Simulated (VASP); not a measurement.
Wanted: the native input for a VASP 6.6.1 run.

* Task: single point
* Functional: r2SCAN
* Potentials or basis: VASP PAW PBE potentials, release 64 (Ge_d, Se)
* Cutoff: 550 eV
* k mesh: 2 × 6 × 6
* Occupations: gaussian, width 0.01 eV
* Spin: no spin polarisation
* Dipole correction: no
* Further INCAR settings: ALGO = Normal; EDIFF = 1e-06; NBANDS = 50

Crystal: GeSe.

```xyz
8
Lattice="11.2394 0.0000 0.0000 0.0000 3.7940 0.0000 0.0000 0.0000 4.6202" Properties=species:S:1:pos:R:3 pbc="T T T"
Ge    1.4491    0.9485    0.5424
Ge    9.7903    2.8455    4.0778
Ge    4.1706    2.8455    2.8526
Ge    7.0688    0.9485    1.7677
Se    9.5517    0.9485    2.3765
Se    1.6877    2.8455    2.2437
Se    7.3074    2.8455    0.0664
Se    3.9320    0.9485    4.5539
```

This cell differs from its parent crystal: uniaxial z strain -1.0%.

The input as run:

POSCAR

```
GeSe
1.0
   11.2394027221      0.0000000000      0.0000000000
    0.0000000000      3.7939968499      0.0000000000
    0.0000000000      0.0000000000      4.6202492427
Ge Se
4 4
Direct
    0.1289285730      0.2500000000      0.1174048209
    0.8710714270      0.7500000000      0.8825951791
    0.3710714270      0.7500000000      0.6174048209
    0.6289285730      0.2500000000      0.3825951791
    0.8498428892      0.2500000000      0.5143699618
    0.1501571108      0.7500000000      0.4856300382
    0.6501571108      0.7500000000      0.0143699618
    0.3498428892      0.2500000000      0.9856300382
```

INCAR.step1

```
ALGO = Normal
EDIFF = 1E-5
ENCUT = 550
GGA = PE
GGA_COMPAT = False
ISMEAR = 0
LASPH = True
LCHARG = False
LREAL = False
LWAVE = True
NBANDS = 50
NELM = 120
PREC = Accurate
SIGMA = 0.01
```

INCAR.step2

```
ALGO = Normal
EDIFF = 1E-6
ENCUT = 550
GGA_COMPAT = False
ISIF = 2
ISMEAR = 0
ISTART = 1
LASPH = True
LCHARG = False
LMIXTAU = True
LREAL = False
LWAVE = False
METAGGA = R2SCAN
NBANDS = 50
NELM = 120
PREC = Accurate
SIGMA = 0.01
```

KPOINTS

```
k-points
0
Gamma
  2 6 6
```

Potentials or basis: VASP PAW PBE potentials, release 64 (Ge_d, Se).

The run is started by

```sh
$ cat potpaw_PBE.64/Ge_d/POTCAR potpaw_PBE.64/Se/POTCAR > POTCAR
$ cp INCAR.step1 INCAR
$ mpirun -np 1 vasp_std > vasp.out
$ cp INCAR.step2 INCAR
$ mpirun -np 1 vasp_std > vasp.out
```

Results of the run:

```yaml
Pressure: 0.2 GPa
Largest_force: 0.016 eV/Å
Band_gap_on_the_k_mesh: 1.06 eV
```

Caveat: the cell differs from its parent crystal (uniaxial z strain -1.0%); the PAW data sets were made with another functional, which shifts forces and pressure a little.

Wall time 9 min on 1 thread of AMD EPYC 9R45 96-Core Processor (Zen 5), on a shared host, peak memory 0.47 GiB.
